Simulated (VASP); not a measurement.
# NaB (Fm-3m) in VASP: single point with r2SCAN

Aim: the single point of NaB with r2SCAN.

All numbers are computed with VASP 6.6.1; they aren't measurements. Logs are shortened: lines on timing, memory, paths and dates and some standing lists are left out, and cuts for length are marked.

### Step 1. The cell of the first run

Symmetry: Fm-3m, No. 225, cubic system. The conventional cell has a = 5.368 Å, b = 5.368 Å, c = 5.368 Å, α = 90.00°, β = 90.00°, γ = 90.00°. Within 3.5 Å of Na (site symmetry m-3m) lie 6 B at 2.68 Å. B (site symmetry m-3m) has 6 Na at 2.68 Å within 3.5 Å.

### Step 2. Single point, r2SCAN

POSCAR reads:

```
NaB
1.0
    0.0000000000      2.6838690000      2.6838690000
    2.6838690000      0.0000000000      2.6838690000
    2.6838690000      2.6838690000      0.0000000000
Na B
1 1
Direct
    0.0000000000      0.0000000000      0.0000000000
    0.5000000000      0.5000000000      0.5000000000
```

INCAR.step1 reads:

```
PREC = Accurate ; ENCUT = 520
ISMEAR = 0 ; SIGMA = 0.1
LREAL = False ; LASPH = True
NELM = 80 ; NBANDS = 12
GGA = PE ; ALGO = Normal
EDIFF = 1E-4 ; LWAVE = True
LCHARG = False
```

INCAR.step2 reads:

```
PREC = Accurate ; ENCUT = 520
EDIFF = 1E-7 ; ISMEAR = 0
SIGMA = 0.1 ; LREAL = False
LASPH = True ; NELM = 80
ALGO = Normal ; ISIF = 2
LWAVE = False ; LCHARG = False
METAGGA = R2SCAN ; LMIXTAU = True
NBANDS = 12 ; ISTART = 1
```

KPOINTS reads:

```
Automatic mesh
0
Gamma
  6 6 6
```

Potentials or basis: VASP PAW PBE potentials, release 64 (Na_pv, B).

Launch:

```sh
$ cat potpaw_PBE.64/Na_pv/POTCAR potpaw_PBE.64/B/POTCAR > POTCAR
$ cp INCAR.step1 INCAR
$ mpirun -np 1 vasp_std > vasp.out
$ cp INCAR.step2 INCAR
$ mpirun -np 1 vasp_std > vasp.out
```

OUTCAR:

```text
PREC = Accurate
   ENCUT = 520
   EDIFF = 1E-7
   ISMEAR = 0
   LREAL = False
   LASPH = True
   NELM = 80
   ISIF = 2
   METAGGA = R2SCAN
   ISTART = 1

 ion  position               nearest neighbor table
   1  0.000  0.000  0.000-
   2  0.500  0.500  0.500-

  LATTYP: Found a face centered cubic cell.
 ALAT       =     5.3677380000

  Lattice vectors:

 A1 = (   0.0000000000,   2.6838690000,   2.6838690000)
 A2 = (   2.6838690000,   0.0000000000,   2.6838690000)
 A3 = (   2.6838690000,   2.6838690000,   0.0000000000)

Analysis of symmetry for initial positions (statically):
=====================================================================
 Subroutine PRICEL returns:
 Original cell was already a primitive cell.

 Routine SETGRP: Setting up the symmetry group for a
 face centered cubic supercell.

 Subroutine GETGRP returns: Found 48 space group operations
 (whereof 48 operations were pure point group operations)
 out of a pool of 48 trial point group operations.

The static configuration has the point symmetry O_h .

Analysis of symmetry for dynamics (positions and initial velocities):
=====================================================================
 Subroutine PRICEL returns:
 Original cell was already a primitive cell.

 Routine SETGRP: Setting up the symmetry group for a
 face centered cubic supercell.

 Subroutine GETGRP returns: Found 48 space group operations
 (whereof 48 operations were pure point group operations)
 out of a pool of 48 trial point group operations.

The dynamic configuration has the point symmetry O_h .

 Subroutine INISYM returns: Found 48 space group operations
 (whereof 48 operations are pure point group operations),
 and found     1 'primitive' translations

----------------------------------------------------------------------------------------

                                     Primitive cell

  volume of cell :      38.6646

  direct lattice vectors                    reciprocal lattice vectors
     0.000000000  2.683869000  2.683869000    -0.186298214  0.186298214  0.186298214
     2.683869000  0.000000000  2.683869000     0.186298214 -0.186298214  0.186298214
     2.683869000  2.683869000  0.000000000     0.186298214  0.186298214 -0.186298214

  length of vectors
     3.795563939  3.795563939  3.795563939     0.322677971  0.322677971  0.322677971

  position of ions in fractional coordinates (direct lattice)
     0.000000000  0.000000000  0.000000000
     0.500000000  0.500000000  0.500000000

  ion indices of the primitive-cell ions
   primitive index   ion index
                 1           1
                 2           2

----------------------------------------------------------------------------------------

 KPOINTS: Automatic mesh

Automatic generation of k-mesh.
 Grid dimensions read from file:
 generate k-points for:    6    6    6

 Generating k-lattice:

  Cartesian coordinates                     Fractional coordinates (reciprocal lattice)
    -0.031049702  0.031049702  0.031049702     0.166666667  0.000000000  0.000000000
     0.031049702 -0.031049702  0.031049702     0.000000000  0.166666667  0.000000000
     0.031049702  0.031049702 -0.031049702     0.000000000  0.000000000  0.166666667

  Length of vectors
     0.053779662  0.053779662  0.053779662

  Shift w.r.t. Gamma in fractional coordinates (k-lattice)
     0.000000000  0.000000000  0.000000000

 Subroutine IBZKPT returns following result:
 ===========================================

 Found     16 irreducible k-points:

 Following reciprocal coordinates:
            Coordinates               Weight
  0.000000  0.000000  0.000000      1.000000
  0.166667  0.000000  0.000000      8.000000
  0.333333  0.000000  0.000000      8.000000
  0.500000  0.000000  0.000000      4.000000
  0.166667  0.166667  0.000000      6.000000
  0.333333  0.166667  0.000000     24.000000
[... 8 lines left out ...]
 -0.333333  0.333333  0.166667     24.000000
 -0.333333  0.500000  0.166667     12.000000
   k-points           NKPTS =     16   k-points in BZ     NKDIM =     16   number of bands    NBANDS=     12
   number of dos      NEDOS =    301   number of ions     NIONS =      2
   total plane-waves  NPLWV =  21952
   dimension x,y,z NGX =    28 NGY =   28 NGZ =   28
   dimension x,y,z NGXF=    56 NGYF=   56 NGZF=   56
   ions per type =               1   1
   NGX,Y,Z   is equivalent  to a cutoff of  12.26, 12.26, 12.26 a.u.
   NGXF,Y,Z  is equivalent  to a cutoff of  24.53, 24.53, 24.53 a.u.
 SYSTEM =  unknown system
   PREC   = accura    normal or accurate (medium, high low for compatibility)
   ISTART =      1    job   : 0-new  1-cont  2-samecut
   ICHARG =      0    charge: 1-file 2-atom 10-const
   ISPIN  =      1    spin polarized calculation?
   LNONCOLLINEAR =      F non collinear calculations
   LSORBIT =      F    spin-orbit coupling
   LASPH  =      T    aspherical Exc in radial PAW
   ENCUT  =  520.0 eV  38.22 Ry    6.18 a.u.   7.06  7.06  7.06*2*pi/ulx,y,z
   NELM   =     80;   NELMIN=  2; NELMDL=  0     # of ELM steps
   EDIFF  = 0.1E-06   stopping-criterion for ELM
   LREAL  =      F    real-space projection
   EDIFFG = 0.1E-05   stopping-criterion for IOM
   NSW    =      0    number of steps for IOM
   IBRION =     -1    ionic relax: 0-MD 1-quasi-New 2-CG
   NFREE  =      0    steps in history (QN), initial steepest desc. (CG)
   ISIF   =      2    stress and relaxation
   ISYM   =      2    0-nonsym 1-usesym 2-fastsym
   POTIM  = 0.5000    time-step for ionic-motion
   TEBEG  =    0.0;   TEEND  =   0.0 temperature during run
   PSTRESS=    0.0 pullay stress
   NELECT =      10.0000    total number of electrons
   NUPDOWN=      -1.0000    fix difference up-down
   EMIN   =  10.00;   EMAX   =-10.00  energy-range for DOS
   EFERMI =   0.00;   METHOD = LEGACY
   ISMEAR =     0;   SIGMA  =   0.10  broadening in eV -4-tet -1-fermi 0-gaus
   EFERMI_NEDOS =   21; number of points for ismear=-14 and -15
   IALGO  =     38    algorithm
   IMIX   =      4    mixing-type and parameters
     AMIX     =   0.40;   BMIX     =  1.00
     AMIX_MAG =   1.60;   BMIX_MAG =  1.00
  volume/ion in A,a.u.               =      19.33       130.46
  Fermi-wavevector in a.u.,A,eV,Ry     =   1.043046  1.971071 14.802394  1.087945
  Thomas-Fermi vector in A             =   2.177738
   LORBIT       =      0    0 simple, 1 ext, 2 COOP (PROOUT), +10 PAW based schemes
   METAGGA = R2SCAN    functional components
   LHFCALC =     F    Hartree Fock is set to
   AEXX    =    0.0000 exact exchange contribution
   IVDW    =     0    specifies the selected vdW correction
   LEPSILON=     F    determine dielectric tensor
   LRPA    =     F    only Hartree local field effects (RPA)
 non-spin polarized calculation
 Gauss-broadening in eV      SIGMA  =   0.10
  energy-cutoff  :      520.00
  volume of cell :       38.66
 maximum number of plane-waves:      1056
   NGX = 15   NGY = 15   NGZ = 15

 number of electron       9.9999996 magnetization

 Free energy of the ion-electron system (eV)
  ---------------------------------------------------
  ext. energy  EPLUGINS =         0.00000000
  ---------------------------------------------------
  free energy    TOTEN  =        -7.16479538 eV

  energy without entropy =       -7.15510577  energy(sigma->0) =       -7.15995057

 E-fermi :   0.7651     XC(G=0):  -8.7740

 val. band max:        0.7301854850   @ k =  -0.3333   0.3333   0.1667
 cond. band min:       0.8614809192   @ k =  -0.3333   0.5000   0.1667
 fundamental gap:      0.1312954342
 Fermi energy:         0.7650651040

 k-point     1 :       0.0000    0.0000    0.0000
  band No.  band energies     occupation
      1     -23.3859      2.00000
      2     -23.3853      2.00000
      3     -23.3853      2.00000
      4      -6.9194      2.00000
      5       3.3310      0.00000
      6       3.3310      0.00000
      7       3.3310      0.00000
      8       8.9544      0.00000
      9      11.4490      0.00000
     10      11.4490      0.00000
     11      11.4490      0.00000
     12      13.9877      0.00000

 k-point     2 :       0.1667    0.0000    0.0000
  band No.  band energies     occupation
      1     -23.3956      2.00000
      2     -23.3868      2.00000
      3     -23.3863      2.00000
      4      -6.5775      2.00000
      5       2.1223      0.00000
      6       3.1345      0.00000
      7       3.1346      0.00000
      8       9.3125      0.00000
      9      10.6871      0.00000
     10      11.9362      0.00000
     11      11.9365      0.00000
     12      14.5191      0.00000

 k-point     3 :       0.3333    0.0000    0.0000
  band No.  band energies     occupation
      1     -23.4159      2.00000
      2     -23.3888      2.00000
      3     -23.3883      2.00000
      4      -5.6792      2.00000
      5      -0.0270      2.00000
      6       2.7895      0.00000
      7       2.7896      0.00000
      8       8.5885      0.00000
      9      12.0363      0.00000
     10      12.0371      0.00000
     11      12.1270      0.00000
     12      15.5535      0.00000

 k-point     4 :       0.5000    0.0000    0.0000
  band No.  band energies     occupation
      1     -23.4259      2.00000
      2     -23.3898      2.00000
      3     -23.3893      2.00000
      4      -4.9826      2.00000
      5      -1.2226      2.00000
      6       2.6353      0.00000
      7       2.6354      0.00000
      8       8.2998      0.00000
      9      11.8167      0.00000
     10      11.8175      0.00000
     11      13.0682      0.00000
     12      15.0877      0.00000

 k-point     5 :       0.1667    0.1667    0.0000
  band No.  band energies     occupation
      1     -23.3948      2.00000
      2     -23.3891      2.00000
      3     -23.3888      2.00000
      4      -6.4677      2.00000
      5       2.2137      0.00000
      6       2.8570      0.00000
      7       2.8570      0.00000
      8       9.4418      0.00000
      9       9.8660      0.00000
     10      12.5905      0.00000
     11      12.5906      0.00000
     12      12.9171      0.00000
[... 108 lines left out ...]
      1     -23.4207      2.00000
      2     -23.3995      2.00000
      3     -23.3992      2.00000
      4      -4.4649      2.00000
      5      -0.7690      2.00000
      6       1.8235      0.00000
      7       1.8235      0.00000
      8       7.1076      0.00000
      9       8.4294      0.00000
     10      13.3481      0.00000
     11      16.2968      0.00000
     12      16.2972      0.00000

 k-point    14 :       0.5000    0.3333    0.1667
  band No.  band energies     occupation
      1     -23.4146      2.00000
      2     -23.4007      2.00000
      3     -23.3930      2.00000
      4      -5.0393      2.00000
      5       0.0556      2.00000
      6       1.2354      0.00000
      7       2.1764      0.00000
      8       9.3221      0.00000
      9      10.4644      0.00000
     10      11.0004      0.00000
     11      13.9512      0.00000
     12      15.0002      0.00000

 k-point    15 :      -0.3333    0.3333    0.1667
  band No.  band energies     occupation
      1     -23.4156      2.00000
      2     -23.4051      2.00000
      3     -23.3955      2.00000
      4      -4.5489      2.00000
      5      -0.3644      2.00000
      6       0.7302      1.37818
      7       1.8940      0.00000
      8      10.0194      0.00000
      9      10.0294      0.00000
     10      11.4379      0.00000
     11      13.4346      0.00000
     12      15.9980      0.00000

 k-point    16 :      -0.3333    0.5000    0.1667
  band No.  band energies     occupation
      1     -23.4154      2.00000
      2     -23.4047      2.00000
      3     -23.3997      2.00000
      4      -4.3903      2.00000
      5      -0.3292      2.00000
      6       0.8615      0.17272
      7       1.4508      0.00000
      8       8.9325      0.00000
      9       9.6191      0.00000
     10      12.0275      0.00000
     11      13.9691      0.00000
     12      16.6355      0.00000

------------------------ aborting loop because EDIFF is reached ----------------------------------------

  FORCE on cell =-STRESS in cart. coord.  units (eV):
  Direction    XX          YY          ZZ          XY          YZ          ZX
  --------------------------------------------------------------------------------------
  -------------------------------------------------------------------------------------
  Total       -0.0439345     -0.0439345     -0.0439345     -0.0000000      0.0000000     -0.0000000
  in kB       -1.8205493     -1.8205493     -1.8205493     -0.0000000      0.0000000     -0.0000000
  external PRESSURE =      -1.8205493 kB  Pullay stress =       0.0000000 kB

 VOLUME and BASIS-vectors are now :
 -----------------------------------------------------------------------------
  energy-cutoff  :      520.00
  volume of cell :       38.66
      direct lattice vectors                 reciprocal lattice vectors
     0.000000000  2.683869000  2.683869000    -0.186298214  0.186298214  0.186298214
     2.683869000  0.000000000  2.683869000     0.186298214 -0.186298214  0.186298214
     2.683869000  2.683869000  0.000000000     0.186298214  0.186298214 -0.186298214

 POSITION                                       TOTAL-FORCE (eV/Angst)
 -----------------------------------------------------------------------------------
      0.00000      0.00000      0.00000         0.000000      0.000000      0.000000
      2.68387      2.68387      2.68387         0.000000      0.000000     -0.000000
 -----------------------------------------------------------------------------------
    total drift:                               -0.000000      0.000000      0.000000

  FREE ENERGIE OF THE ION-ELECTRON SYSTEM (eV)
  ---------------------------------------------------
  free  energy   TOTEN  =        -7.1647953819 eV

  energy  without entropy=       -7.1551057679  energy(sigma->0) =       -7.15995057
```

Run time: 20 s. Hardware: 1 thread of Intel Xeon Platinum 8488C (Sapphire Rapids), shared host; peak memory 0.16 GiB.

What came out:

```
Free energy            : -7.1648 eV
Pressure               : -0.2 GPa
Band gap on the k mesh : zero (band 5 reaches 3.33 eV, above the bottom of band 6 at 0.10 eV)
```

Caveat: the PAW data sets were made with another functional, which shifts forces and pressure a little.
